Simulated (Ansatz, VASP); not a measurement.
Two plane-wave programs on Rh

File INCAR:

```
PREC = Accurate
ENCUT = 520
EDIFF = 1E-7
ISMEAR = -1
SIGMA = 0.05
LREAL = F
LASPH = T
NELM = 80
ALGO = Normal
ISIF = 2
LWAVE = F
LCHARG = F
GGA = PS
NBANDS = 14
```

The input KPOINTS:

```
Automatic mesh
0
Gamma
  17 17 17
```

File POSCAR:

```
Rh
1.0
    0.0000000000      1.6939703119      1.6939703119
    1.6939703119      0.0000000000      1.6939703119
    1.6939703119      1.6939703119      0.0000000000
Rh
1
Direct
    0.0000000000      0.0000000000      0.0000000000
```

Input for Ansatz:

```yaml
crystal:
  lattice:
    - [0.0, 1.6939703119, 1.6939703119]
    - [1.6939703119, 0.0, 1.6939703119]
    - [1.6939703119, 1.6939703119, 0.0]
  atoms:
    - { symbol: Rh, position: [0.0, 0.0, 0.0] }
kpoints:
  mp_grid: { grid: [17, 17, 17] }
scf:
  occupations: { method: fermi_dirac, width: 0.05 }
hamiltonian:
  xc: pbesol
  pseudopotentials: { kind: paw }
output:
  forces: true
  stress: true
  eigenvalues: true
  populations: true
```

Change from the starting cell: volume scaled by 0.72, PAW files.

Alike in both runs: task single point; functional PBEsol; k mesh 17 × 17 × 17; occupations fermi-dirac, width 0.05 eV; no spin polarisation.

|  | VASP | Ansatz |
| --- | --- | --- |
| version | VASP 6.6.1 | Ansatz 0.2.0 |
| potentials or method | VASP PAW PBE potentials, release 64 (Rh_pv) | PAW with Ansatz's default frozen-core files, scalar-relativistic |
| plane-wave cutoff (eV) | 520 | 420 |
| valence electrons in the cell | 15 | 17 |

Ansatz gave:

* pressure (GPa): 218.7

Q: Which values does VASP return?

A: Pressure (GPa): 220.0.

VASP's potentials were made for PBE, not for PBEsol. Both programs put the cell under a high pressure, so it lies far from rest at this level. The functional is the same, so the differences come from potentials, cutoffs and numerics. VASP's potentials hold 15 valence electrons a cell and Ansatz's 17, so a difference there can come from the potentials and not from the codes.

Noted on VASP's run: the cell as given lies far from equilibrium.
